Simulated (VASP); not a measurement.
Write the native input for VASP 6.6.1 that does the following.

```yaml
Task: single point
Functional: PBEsol
Potentials_or_basis: VASP PAW PBE potentials, release 64 (Rh_pv)
Cutoff: 520 eV
k_mesh: 22 × 22 × 22
Occupations: gaussian, width 0.15 eV
Spin: no spin polarisation
Dipole_correction: no
Further_INCAR_settings: ALGO = Fast; EDIFF = 1e-06; NBANDS = 14
```

The structure of Rh lies in POSCAR:

```
Rh
1.0
    0.0000000000      1.8445035000      1.8445035000
    1.8445035000      0.0000000000      1.8445035000
    1.8445035000      1.8445035000      0.0000000000
Rh
1
Direct
    0.0000000000      0.0000000000      0.0000000000
```

This cell differs from its parent crystal: strain -0.030 along x and y, -0.030 along z.

The input as run:

INCAR

```
SYSTEM = Rh
ALGO     = Fast           ! electronic algorithm
EDIFF    = 1E-6           ! SCF threshold, eV
ENCUT    = 520            ! plane-wave cutoff, eV
GGA      = PS             ! functional
ISIF     = 2              ! what is computed and relaxed
ISMEAR   = 0              ! smearing method
LASPH    = .TRUE.         ! aspherical terms in the spheres
LCHARG   = .TRUE.         ! write CHGCAR
LELF     = .TRUE.         ! ELF
LREAL    = .FALSE.        ! projectors in reciprocal space
LVHAR    = .TRUE.       
LWAVE    = .FALSE.        ! write WAVECAR
NBANDS   = 14             ! bands
NELM     = 60             ! most SCF steps
PREC     = Accurate       ! precision mode
SIGMA    = 0.15           ! smearing width, eV
```

KPOINTS

```
k-points
0
G
  22 22 22
  0 0 0
```

Potentials or basis: VASP PAW PBE potentials, release 64 (Rh_pv).

Command:

```bash
$ cat potpaw_PBE.64/Rh_pv/POTCAR > POTCAR
$ mpirun -np 1 vasp_std > vasp.out
```

Results of the run:

```json
{
 "Pressure": "26.0 GPa"
}
```

Caveat: the cell differs from its parent crystal (strain -0.030 along x and y, -0.030 along z); the PAW data sets were made with another functional, which shifts forces and pressure a little.

It took 20 s on 1 thread of Intel(R) Xeon(R) 6975P-C (Granite Rapids) (shared host), peak memory 0.17 GiB.
